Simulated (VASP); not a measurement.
A run of VASP 6.6.1 is set up as follows.

Contents of INCAR:

```
SYSTEM = KI
PREC = Accurate ; ENCUT = 520
EDIFF = 1E-6 ; ISMEAR = 0
SIGMA = 0.01 ; LREAL = .False.
LASPH = .True. ; NELM = 60
ALGO = Normal ; ISIF = 2
LWAVE = .False. ; LCHARG = .False.
GGA = PS ; NBANDS = 15
```

File KPOINTS:

```
Automatic mesh
0
Gamma
  4 4 4
  0 0 0
```

Contents of POSCAR:

```
KI
1.0
    4.2324169707      0.0000000000      0.0000000000
    0.0000000000      4.2324169707      0.0000000000
    0.0000000000      0.0000000000      4.2324169707
K I
1 1
Direct
    0.0000000000      0.0000000000      0.0000000000
    0.5000000000      0.5000000000      0.5000000000
```

Potentials or basis: VASP PAW PBE potentials, release 64 (K_sv, I).

Run with:

```bash
$ cat potpaw_PBE.64/K_sv/POTCAR potpaw_PBE.64/I/POTCAR > POTCAR
$ mpirun -np 1 vasp_std > vasp.out
```

Estimate the band gap on the k mesh.

3.28 eV, indirect (least direct gap 3.67 eV).

Predict the pressure.

0.1 GPa.

Caveat: the PAW data sets were made with another functional, which shifts forces and pressure a little; spin-orbit coupling is left out, which moves the levels of the heavy elements. PBEsol gaps usually lie below the measured ones, often by a third to a half.
